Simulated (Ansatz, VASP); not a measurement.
# One calculation of Na3SF, two programs

INCAR

```
ALGO = Normal ; EDIFF = 1E-6
ENCUT = 520 ; ISIF = 2
ISMEAR = 0 ; LASPH = T
LCHARG = F ; LREAL = F
LWAVE = F ; NBANDS = 45
NELM = 80 ; PREC = Accurate
SIGMA = 0.02
```

Contents of KPOINTS:

```
k-points
0
Gamma
  6 6 6
```

The input POSCAR:

```
Na3SF
1.0
    3.2091497146      1.8528034516      5.0340946232
   -3.2091497146      1.8528034516      5.0340946232
    0.0000000000     -3.7056069032      5.0340946232
Na S F
6 2 2
Direct
    0.8158096380      0.2500000000      0.6841903620
    0.6841903620      0.8158096380      0.2500000000
    0.2500000000      0.6841903620      0.8158096380
    0.1841903620      0.7500000000      0.3158096380
    0.3158096380      0.1841903620      0.7500000000
    0.7500000000      0.3158096380      0.1841903620
    0.7500000000      0.7500000000      0.7500000000
    0.2500000000      0.2500000000      0.2500000000
    0.5000000000      0.5000000000      0.5000000000
    0.0000000000      0.0000000000      0.0000000000
```

Input for Ansatz:

```yaml
crystal:
  lattice:
    - [3.2091497146, 1.8528034516, 5.0340946232]
    - [-3.2091497146, 1.8528034516, 5.0340946232]
    - [0.0, -3.7056069032, 5.0340946232]
  atoms:
    - { symbol: Na, position: [0.815809638, 0.25, 0.684190362] }
    - { symbol: Na, position: [0.684190362, 0.815809638, 0.25] }
    - { symbol: Na, position: [0.25, 0.684190362, 0.815809638] }
    - { symbol: Na, position: [0.184190362, 0.75, 0.315809638] }
    - { symbol: Na, position: [0.315809638, 0.184190362, 0.75] }
    - { symbol: Na, position: [0.75, 0.315809638, 0.184190362] }
    - { symbol: S, position: [0.75, 0.75, 0.75] }
    - { symbol: S, position: [0.25, 0.25, 0.25] }
    - { symbol: F, position: [0.5, 0.5, 0.5] }
    - { symbol: F, position: [0.0, 0.0, 0.0] }
basis:
  ecutwfc: 420
kpoints:
  mp_grid: { grid: [6, 6, 6] }
  band_path:
    path:
      - [[0.0, 0.0, 0.0], [0.5, 0.5, 0.5], [0.74302565, 0.25697435, 0.5]]
      - [[0.5, -0.25697435, 0.25697435], [0.5, 0.0, 0.0], [0.0, 0.0, 0.0], [0.37848717, -0.37848717, 0.0]]
      - [[0.62151283, 0.0, 0.37848717], [0.5, 0.0, 0.5], [0.0, 0.0, 0.0]]
    npoints: 14
hamiltonian:
  xc: lda
scf:
  occupations: { method: gaussian, width: 0.02 }
  n_extra_bands: 25
output:
  forces: true
  stress: true
  eigenvalues: true
  populations: true
  dos: { projected: true, de: 0.02, nscf_kmesh: { grid: [9, 9, 9] } }
  bader: true
  write_density: true
  write_potential: true
  elf: true
  volumetric_format: npy
```

Alike in both runs: task single point; functional LDA; k mesh 6 × 6 × 6; occupations gaussian, width 0.02 eV; no spin polarisation.

|  | VASP | Ansatz |
| --- | --- | --- |
| version | VASP 6.6.1 | Ansatz 0.2.0 |
| potentials or method | VASP PAW LDA potentials, release 64 (Na_pv, S, F), cutoff 520 eV | scalar-relativistic, plane waves, PAW |
| valence electrons in the cell | 68 | 80 |

|  | VASP | Ansatz | Ansatz less VASP |
| --- | --- | --- | --- |
| gap on the k mesh at the Fermi level (eV) | 2.10 | 2.10 | -0.004 |
| least direct gap on the mesh (eV) | 2.22 | 2.22 | -0.004 |
| pressure (GPa) | -3.6 | -3.6 | +0.02 |
| traceless stress, the component that is largest in VASP (GPa) | 0.14 | 0.16 | +0.012 |

LDA's correlation is that of Perdew and Zunger in VASP and of Perdew and Wang (1992) in Ansatz. VASP's potentials hold 68 valence electrons a cell and Ansatz's 80, so a difference there can come from the potentials and not from the codes.
